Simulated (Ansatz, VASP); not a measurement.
**Be7S: VASP beside Ansatz**

```
CELL_PARAMETERS angstrom
2.13690 -2.43221 0.01407
2.25704 2.53947 0.04650
0.09606 0.04593 7.07081
ATOMIC_POSITIONS crystal
Be 0.74312 0.27060 0.49026
Be 0.22860 0.78389 0.50602
Be 0.74126 0.75211 0.30215
Be 0.72599 0.74372 0.70952
Be 0.31054 0.25411 0.69458
Be 0.26394 0.17642 0.28161
Be 0.49899 0.48644 0.99136
S 0.98755 0.03270 0.02450
```

Change from the starting cell: cell x1, atoms moved at random (sigma 0.1 Å) and cell strained at random (1.5 %), then relaxed without symmetry.

Alike in both runs: task relaxation of cell and atoms; functional PBE; k mesh 6 × 6 × 4; occupations gaussian, width 0.2 eV; no spin polarisation.

|  | VASP | Ansatz |
| --- | --- | --- |
| version | VASP 6.6.1 | Ansatz 0.2.0 |
| potentials or method | VASP PAW PBE potentials, release 64 (Be, S), cutoff 600 eV | scalar-relativistic, plane waves, PAW |
| valence electrons in the cell | 20 | 20 |

```csv
,VASP,Ansatz,Ansatz less VASP
"gap on the k mesh at the Fermi level, each at its own relaxed structure (eV)",none,none,-
relaxed volume (Å³/atom),9.81,9.80,-0.015
relaxed cell length with the largest relative difference (Å),3.444,3.442,-0.0021
```

A gap of «none» marks a metal or a gap that the smearing closes.
